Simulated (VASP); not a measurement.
# Ni3Ge (Pm-3m) in VASP: notebook

The runs below take Ni3Ge through relaxation of cell and atoms, single point, with PBEsol.

All numbers are computed with VASP 6.6.1; they aren't measurements. Logs are shortened: lines on timing, memory, paths and dates and some standing lists are left out, and cuts for length are marked.

### 1 The cell of the first run

The structure is cubic, space group Pm-3m (No. 221). Conventional cell: a = 3.525 Å, b = 3.525 Å, c = 3.525 Å, α = 90.00°, β = 90.00°, γ = 90.00°. Ni (site symmetry 4/mmm) has 8 Ni at 2.49 Å and 4 Ge at 2.49 Å within 3.3 Å. Ge (site symmetry m-3m) has 12 Ni at 2.49 Å within 3.3 Å.

### 2 Relaxation of cell and atoms, PBEsol

INCAR

```
ALGO     = Fast           # electronic algorithm
EDIFF    = 1E-6           # SCF threshold, eV
EDIFFG   = -0.001         # ionic threshold
ENCUT    = 600            # plane-wave cutoff, eV
GGA      = PS             # functional
IBRION   = 2              # ionic algorithm
ISIF     = 3              # what is computed and relaxed
ISMEAR   = -1             # smearing method
LASPH    = T              # aspherical terms in the spheres
LCHARG   = F              # write CHGCAR
LREAL    = F              # projectors in reciprocal space
LWAVE    = F              # write WAVECAR
NELM     = 60             # most SCF steps
NSW      = 80             # ionic steps
PREC     = Accurate       # precision mode
SIGMA    = 0.15           # smearing width, eV
```

KPOINTS

```
k-points
0
Gamma
  12 12 12
```

POSCAR

```
Ni3Ge
1.0
    3.5249143000      0.0000000000      0.0000000000
    0.0000000000      3.5249143000      0.0000000000
    0.0000000000      0.0000000000      3.5249143000
Ni Ge
3 1
Direct
    0.5000000000      0.0000000000      0.5000000000
    0.0000000000      0.5000000000      0.5000000000
    0.5000000000      0.5000000000      0.0000000000
    0.0000000000      0.0000000000      0.0000000000
```

Potentials or basis: VASP PAW PBE potentials, release 64 (Ni, Ge_d).

On the command line:

```sh
$ cat potpaw_PBE.64/Ni/POTCAR potpaw_PBE.64/Ge_d/POTCAR > POTCAR
$ mpirun -np 1 vasp_std > vasp.out
```

OUTCAR:

```text
EDIFF = 1E-6
   EDIFFG = -0.001
   ENCUT = 600
   GGA = PS
   IBRION = 2
   ISIF = 3
   ISMEAR = -1
   LASPH = T
   LREAL = F
   NELM = 60
   NSW = 80
   PREC = Accurate

 ion  position               nearest neighbor table
   1  0.500  0.000  0.500-   2 2.49   3 2.49   4 2.49   3 2.49   4 2.49   2 2.49   3 2.49   3 2.49
                             2 2.49   4 2.49   4 2.49   2 2.49
   2  0.000  0.500  0.500-   1 2.49   3 2.49   4 2.49   3 2.49   4 2.49   1 2.49   4 2.49   4 2.49
                             1 2.49   3 2.49   3 2.49   1 2.49
   3  0.500  0.500  0.000-   1 2.49   2 2.49   4 2.49   1 2.49   2 2.49   1 2.49   4 2.49   1 2.49
                             2 2.49   4 2.49   2 2.49   4 2.49
   4  0.000  0.000  0.000-   1 2.49   2 2.49   3 2.49   1 2.49   2 2.49   2 2.49   3 2.49   2 2.49
                             1 2.49   3 2.49   1 2.49   3 2.49

  LATTYP: Found a simple cubic cell.
 ALAT       =     3.5249143000

  Lattice vectors:

 A1 = (   3.5249143000,   0.0000000000,   0.0000000000)
 A2 = (   0.0000000000,   3.5249143000,   0.0000000000)
 A3 = (   0.0000000000,   0.0000000000,   3.5249143000)

Analysis of symmetry for initial positions (statically):
=====================================================================
 Subroutine PRICEL returns:
 Original cell was already a primitive cell.

 Routine SETGRP: Setting up the symmetry group for a
 simple cubic supercell.

 Subroutine GETGRP returns: Found 48 space group operations
 (whereof 48 operations were pure point group operations)
 out of a pool of 48 trial point group operations.

The static configuration has the point symmetry O_h .

Analysis of symmetry for dynamics (positions and initial velocities):
=====================================================================
 Subroutine PRICEL returns:
 Original cell was already a primitive cell.

 Routine SETGRP: Setting up the symmetry group for a
 simple cubic supercell.

 Subroutine GETGRP returns: Found 48 space group operations
 (whereof 48 operations were pure point group operations)
 out of a pool of 48 trial point group operations.

The dynamic configuration has the point symmetry O_h .

 Subroutine INISYM returns: Found 48 space group operations
 (whereof 48 operations are pure point group operations),
 and found     1 'primitive' translations

----------------------------------------------------------------------------------------

                                     Primitive cell

  volume of cell :      43.7971
[... 102 lines left out ...]
   TEBEG  =    0.0;   TEEND  =   0.0 temperature during run
   PSTRESS=    0.0 pullay stress
   NELECT =      44.0000    total number of electrons
   NUPDOWN=      -1.0000    fix difference up-down
   EMIN   =  10.00;   EMAX   =-10.00  energy-range for DOS
   EFERMI =   0.00;   METHOD = LEGACY
   ISMEAR =    -1;   SIGMA  =   0.15  broadening in eV -4-tet -1-fermi 0-gaus
   EFERMI_NEDOS =   21; number of points for ismear=-14 and -15
   IALGO  =     68    algorithm
   IMIX   =      4    mixing-type and parameters
     AMIX     =   0.40;   BMIX     =  1.00
     AMIX_MAG =   1.60;   BMIX_MAG =  1.00
  volume/ion in A,a.u.               =      10.95        73.89
  Fermi-wavevector in a.u.,A,eV,Ry     =   1.639622  3.098437 36.577378  2.688361
  Thomas-Fermi vector in A             =   2.730397
   LORBIT       =      0    0 simple, 1 ext, 2 COOP (PROOUT), +10 PAW based schemes
   GGA     = PS    functional components
   LHFCALC =     F    Hartree Fock is set to
   AEXX    =    0.0000 exact exchange contribution
   IVDW    =     0    specifies the selected vdW correction
   LEPSILON=     F    determine dielectric tensor
   LRPA    =     F    only Hartree local field effects (RPA)
 conjugate gradient relaxation of ions
 non-spin polarized calculation
 RMM-DIIS sequential band-by-band and
  energy-cutoff  :      600.00
  volume of cell :       43.80
 maximum number of plane-waves:      1492
   NGX = 15   NGY = 15   NGZ = 15

--------------------------------------- Ionic step        1  -------------------------------------------

 number of electron      43.9999970 magnetization

 Free energy of the ion-electron system (eV)
  ---------------------------------------------------
  ext. energy  EPLUGINS =         0.00000000
  ---------------------------------------------------
  free energy    TOTEN  =       -24.81702520 eV

  energy without entropy =      -24.64601767  energy(sigma->0) =      -24.73152144

------------------------ aborting loop because EDIFF is reached ----------------------------------------

  FORCE on cell =-STRESS in cart. coord.  units (eV):
  Direction    XX          YY          ZZ          XY          YZ          ZX
  --------------------------------------------------------------------------------------
  -------------------------------------------------------------------------------------
  Total        0.1781512      0.1781512      0.1781512     -0.0000000     -0.0000000      0.0000000
  in kB        6.5170874      6.5170874      6.5170874     -0.0000000     -0.0000000      0.0000000
  external PRESSURE =       6.5170874 kB  Pullay stress =       0.0000000 kB
[... 215 lines left out ...]
--------------------------------------- Ionic step        7  -------------------------------------------

 number of electron      43.9999971 magnetization

 Free energy of the ion-electron system (eV)
  ---------------------------------------------------
  ext. energy  EPLUGINS =         0.00000000
  ---------------------------------------------------
  free energy    TOTEN  =       -24.81719436 eV

  energy without entropy =      -24.64540473  energy(sigma->0) =      -24.73129954

 E-fermi :  10.3175     XC(G=0): -13.6632

 val. band max:       10.2881281035   @ k =   0.5000   0.4167   0.3333
 cond. band min:      10.3553033949   @ k =   0.4167   0.4167   0.3333
 fundamental gap:      0.0671752914
 Fermi energy:        10.3174992517

 k-point     1 :       0.0000    0.0000    0.0000
  band No.  band energies     occupation
      1     -14.3399      2.00000
      2     -14.3399      2.00000
      3     -14.3251      2.00000
      4     -14.3251      2.00000
      5     -14.3251      2.00000
      6      -2.3429      2.00000
[... 685 lines left out ...]
     25      14.8340      0.00000
     26      16.3700      0.00000

 [... further k-points ...]

------------------------ aborting loop because EDIFF is reached ----------------------------------------

  FORCE on cell =-STRESS in cart. coord.  units (eV):
  Direction    XX          YY          ZZ          XY          YZ          ZX
  --------------------------------------------------------------------------------------
  -------------------------------------------------------------------------------------
  Total       -0.0019993     -0.0019993     -0.0019993      0.0000000      0.0000000     -0.0000000
  in kB       -0.0729554     -0.0729554     -0.0729554      0.0000000      0.0000000     -0.0000000
  external PRESSURE =      -0.0729554 kB  Pullay stress =       0.0000000 kB
[... 19 lines left out ...]
  FREE ENERGIE OF THE ION-ELECTRON SYSTEM (eV)
  ---------------------------------------------------
  free  energy   TOTEN  =       -24.8171943571 eV

  energy  without entropy=      -24.6454047315  energy(sigma->0) =      -24.73129954

 reached required accuracy - stopping structural energy minimisation
```

CONTCAR:

```text
Ni3Ge
   1.00000000000000
     3.5278639742359932   -0.0000000000000000    0.0000000000000000
    -0.0000000000000000    3.5278639742359932    0.0000000000000000
    -0.0000000000000000   -0.0000000000000000    3.5278639742359932
  Ni              Ge
     3     1
Direct
     0.5000000000000000    0.0000000000000000    0.5000000000000000
     0.0000000000000000    0.5000000000000000    0.5000000000000000
     0.5000000000000000    0.5000000000000000    0.0000000000000000
     0.0000000000000000    0.0000000000000000    0.0000000000000000

  0.00000000E+00  0.00000000E+00  0.00000000E+00
  0.00000000E+00  0.00000000E+00  0.00000000E+00
  0.00000000E+00  0.00000000E+00  0.00000000E+00
  0.00000000E+00  0.00000000E+00  0.00000000E+00
```

Wall time 3.6 min (1 thread of AMD EPYC 9R45 (Zen 5), shared host); peak memory 0.21 GiB.

Results:

```yaml
Free_energy: -24.8172 eV
Relaxed_volume: 10.98 Å³/atom
Relaxed_cell: a = 3.528 Å, b = 3.528 Å, c = 3.528 Å, α = 90.00°, β = 90.00°, γ = 90.00°
Space_group_after_relaxing_to_0.1_Å: Pm-3m (No. 221)
Energy_gained_by_relaxing: 0.0 meV/atom
Ionic_steps: 7
Pressure_after_relaxing: 0.0 GPa
Band_gap_on_the_k_mesh: zero (bands 22 and 23 overlap by 0.23 eV)
```

Step by step:
| step | energy change (eV) | largest force (eV/Å) | pressure (GPa) | volume (Å³) |
| --- | --- | --- | --- | --- |
| 1 | 0.0000 | 0.0000 | 0.65 | 43.80 |
| 2 | 0.0003 | 0.0000 | -0.78 | 44.08 |
| 3 | -0.0002 | 0.0000 | 0.09 | 43.90 |
| 4 | -0.0002 | 0.0000 | -0.11 | 43.92 |
| 5 | -0.0002 | 0.0000 | 0.05 | 43.90 |
| 6 | -0.0002 | 0.0000 | -0.07 | 43.91 |
| 7 | -0.0002 | 0.0000 | -0.01 | 43.91 |

Final structure:
```
CELL_PARAMETERS angstrom
3.52786 0.00000 0.00000
0.00000 3.52786 0.00000
0.00000 0.00000 3.52786
ATOMIC_POSITIONS crystal
Ni 0.50000 0.00000 0.50000
Ni 0.00000 0.50000 0.50000
Ni 0.50000 0.50000 0.00000
Ge 0.00000 0.00000 0.00000
```

Caveat: the PAW data sets were made with another functional, which shifts forces and pressure a little.

### 3 Single point, PBEsol

INCAR

```
PREC     = Accurate       # precision mode
ENCUT    = 520            # plane-wave cutoff, eV
EDIFF    = 1E-7           # SCF threshold, eV
ISMEAR   = 0              # smearing method
SIGMA    = 0.15           # smearing width, eV
LREAL    = F              # projectors in reciprocal space
LASPH    = T              # aspherical terms in the spheres
NELM     = 100            # most SCF steps
ALGO     = Fast           # electronic algorithm
ISIF     = 2              # what is computed and relaxed
LWAVE    = F              # write WAVECAR
LCHARG   = T              # write CHGCAR
GGA      = PS             # functional
LELF     = T              # ELF
LVHAR    = T            
NBANDS   = 30             # bands
```

KPOINTS

```
Automatic mesh
0
Gamma
  14 14 14
```

POSCAR

```
Ni3Ge
1.0
    3.5249142746      0.0000000000      0.0000000000
    0.0000000000      3.5249142746      0.0000000000
    0.0000000000      0.0000000000      3.5249142746
Ni Ge
3 1
Direct
    0.5000000000      0.0000000000      0.5000000000
    0.0000000000      0.5000000000      0.5000000000
    0.5000000000      0.5000000000      0.0000000000
    0.0000000000      0.0000000000      0.0000000000
```

Potentials or basis: VASP PAW PBE potentials, release 64 (Ni, Ge_d).

On the command line:

```sh
$ cat potpaw_PBE.64/Ni/POTCAR potpaw_PBE.64/Ge_d/POTCAR > POTCAR
$ mpirun -np 1 vasp_std > vasp.out
```

Run time: 2.2 min. Hardware: 1 thread of Intel Xeon Platinum 8488C (Sapphire Rapids), shared host; peak memory 0.25 GiB.

Results (log left out):

```yaml
Free_energy: -24.7509 eV
Pressure: 0.3 GPa
Band_gap_on_the_k_mesh: zero (bands 22 and 23 overlap by 0.23 eV)
```

Levels at points of the mesh, in eV from the Fermi level:
| k point | band 18 | band 19 | band 20 | band 21 | band 22 | band 23 | band 24 | band 25 | band 26 | band 27 |
| --- | --- | --- | --- | --- | --- | --- | --- | --- | --- | --- |
| (0.00, 0.00, 0.00) | -0.99 | -0.60 | -0.60 | -0.31 | 0.01 | 0.01 | 0.01 | 3.99 | 6.90 | 6.90 |
| (0.50, 0.00, 0.00) | -1.33 | -1.27 | -1.17 | -0.56 | 0.01 | 3.62 | 3.62 | 4.69 | 5.77 | 5.77 |
| (0.50, 0.50, 0.00) | -1.43 | -1.23 | -1.13 | -0.97 | -0.96 | 0.62 | 0.62 | 5.73 | 6.47 | 8.68 |
| (0.50, 0.50, 0.50) | -1.36 | -1.19 | -1.19 | -0.55 | -0.22 | -0.22 | -0.22 | 0.70 | 4.23 | 4.23 |

Caveat: the PAW data sets were made with another functional, which shifts forces and pressure a little. Spin polarisation is off, so any magnetic state and its effect on volume and gap are missing.

### 4 Single point, PBEsol

This run uses another cell than the first one: it holds 8 atoms, not 4.

INCAR

```
PREC     = Accurate       # precision mode
ENCUT    = 520            # plane-wave cutoff, eV
EDIFF    = 1E-7           # SCF threshold, eV
ISMEAR   = 0              # smearing method
SIGMA    = 0.15           # smearing width, eV
LREAL    = F              # projectors in reciprocal space
LASPH    = T              # aspherical terms in the spheres
NELM     = 60             # most SCF steps
ALGO     = Fast           # electronic algorithm
ISIF     = 2              # what is computed and relaxed
LWAVE    = F              # write WAVECAR
LCHARG   = F              # write CHGCAR
GGA      = PS             # functional
NBANDS   = 54             # bands
```

KPOINTS

```
regular mesh
0
Gamma
  12 12 12
```

POSCAR

```
Ni3Ge
1.0
   -3.5249142746      0.0000000000     -3.5249142746
    0.0000000000     -3.5249142746     -3.5249142746
   -3.5249142746     -3.5249142746      0.0000000000
Ni Ge
6 2
Direct
    0.5000000000      0.0000000000      0.0000000000
    0.0000000000      0.5000000000      0.5000000000
    0.5000000000      0.0000000000      0.5000000000
    0.0000000000      0.5000000000      0.0000000000
    0.0000000000      0.0000000000      0.5000000000
    0.5000000000      0.5000000000      0.0000000000
    0.0000000000      0.0000000000      0.0000000000
    0.5000000000      0.5000000000      0.5000000000
```

On the command line:

```sh
$ cat potpaw_PBE.64/Ni/POTCAR potpaw_PBE.64/Ge_d/POTCAR > POTCAR
$ mpirun -np 1 vasp_std > vasp.out
```

Wall time 7.4 min (1 thread of Intel Xeon Platinum 8488C (Sapphire Rapids), shared host); peak memory 0.42 GiB.

Results (log left out):

| Item | Value |
| --- | --- |
| Free energy | -49.5020 eV |
| Pressure | 0.2 GPa |
| Band gap on the k mesh | zero (bands 44 and 45 overlap by 0.23 eV) |

Levels at points of the mesh, in eV from the Fermi level:
```csv
k point,band 41,band 42,band 43,band 44,band 45,band 46,band 47,band 48
"(0.00, 0.00, 0.00)",-0.55,-0.31,-0.22,-0.22,-0.22,0.01,0.01,0.01
"(0.50, 0.00, 0.00)",-0.34,-0.34,-0.16,-0.16,0.73,0.73,0.73,0.73
"(0.50, 0.50, 0.00)",-0.97,-0.96,-0.55,0.01,0.62,0.62,3.62,3.62
```

Caveat: the PAW data sets were made with another functional, which shifts forces and pressure a little. Spin polarisation is off, so any magnetic state and its effect on volume and gap are missing.

### 5 The runs side by side

```tsv
task	cell	k mesh	cutoff (eV)	smearing	gap on the mesh (eV)	pressure (GPa)
relaxation of cell and atoms	relaxed from a = 3.525 Å, 4 atoms, atomic positions A	12 × 12 × 12	600	fermi-dirac 0.15 eV	none	0.0
single point	a = 3.525 Å, 4 atoms, atomic positions A	14 × 14 × 14	520	gaussian 0.15 eV	none	0.3
single point	a = 4.985 Å, angles 60.0°, 8 atoms, atomic positions B	12 × 12 × 12	520	gaussian 0.15 eV	none	0.2
```

Alike in all rows: level PBEsol; potentials or basis VASP PAW PBE potentials, release 64 (Ni, Ge_d); no spin polarisation.

Caveats: the PAW data sets were made with another functional, which shifts forces and pressure a little.

Absolute energies hang on the potentials; compare differences alone.
